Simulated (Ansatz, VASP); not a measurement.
**C: VASP beside Ansatz**

The input POSCAR:

```
C
1.0
    0.0000000000      1.8068260032      1.8068260032
    1.8068260032      0.0000000000      1.8068260032
    1.8068260032      1.8068260032      0.0000000000
C
2
Direct
    0.0000000000      0.0000000000      0.0000000000
    0.2500000000      0.2500000000      0.2500000000
```

File INCAR.step1:

```
PREC = Accurate
ENCUT = 520
EDIFF = 1E-5
ISMEAR = 0
SIGMA = 0.01
LREAL = F
LASPH = T
NELM = 60
ALGO = Normal
ISIF = 2
LWAVE = T
LCHARG = F
GGA = PE
NBANDS = 11
```

Contents of INCAR.step2:

```
PREC = Accurate
ENCUT = 520
EDIFF = 1E-6
ISMEAR = 0
SIGMA = 0.01
LREAL = F
LASPH = T
NELM = 60
ALGO = Normal
ISIF = 2
LWAVE = F
LCHARG = F
GGA = PE
LHFCALC = T
HFSCREEN = 0.2079
PRECFOCK = Normal
ISTART = 1
NBANDS = 11
```

Contents of KPOINTS:

```
regular mesh
0
Gamma
  8 8 8
```

Input for Ansatz:

```yaml
crystal:
  lattice:
    - [0.0, 1.8068260032, 1.8068260032]
    - [1.8068260032, 0.0, 1.8068260032]
    - [1.8068260032, 1.8068260032, 0.0]
  atoms:
    - { symbol: C, position: [0.0, 0.0, 0.0] }
    - { symbol: C, position: [0.25, 0.25, 0.25] }
kpoints:
  mp_grid: { grid: [8, 8, 8] }
  band_path:
    path:
      - [0.0, 0.0, 0.0]
      - [0.5, 0.0, 0.5]
      - [0.625, 0.25, 0.625]
      - [0.375, 0.375, 0.75]
      - [0.5, 0.5, 0.5]
      - [0.5, 0.25, 0.75]
      - [0.0, 0.361979, 0.361979]
    npoints: 1
hamiltonian:
  xc: hse06
scf:
  occupations: { method: fixed }
  n_extra_bands: 4
output:
  forces: true
  stress: true
  eigenvalues: true
```

Change from the starting cell: hydrostatic strain +1.5%.

Alike in both runs: task single point; functional HSE06; k mesh 8 × 8 × 8; no spin polarisation.

|  | VASP | Ansatz |
| --- | --- | --- |
| version | VASP 6.6.1 | Ansatz 0.2.0 |
| potentials or method | VASP PAW PBE potentials, release 64 (C) | plane waves, PAW |
| plane-wave cutoff (eV) | 520 | 420 |
| occupations | gaussian, width 0.01 eV | fixed |
| valence electrons in the cell | 8 | 8 |

|  | VASP | Ansatz | Ansatz less VASP |
| --- | --- | --- | --- |
| gap on the k mesh at the Fermi level (eV) | 5.18 | 5.19 | +0.012 |
| pressure (GPa) | -23.5 | -24.2 | -0.71 |

Ansatz's warnings: stress exchange threshold loose, stress scf threshold loose.
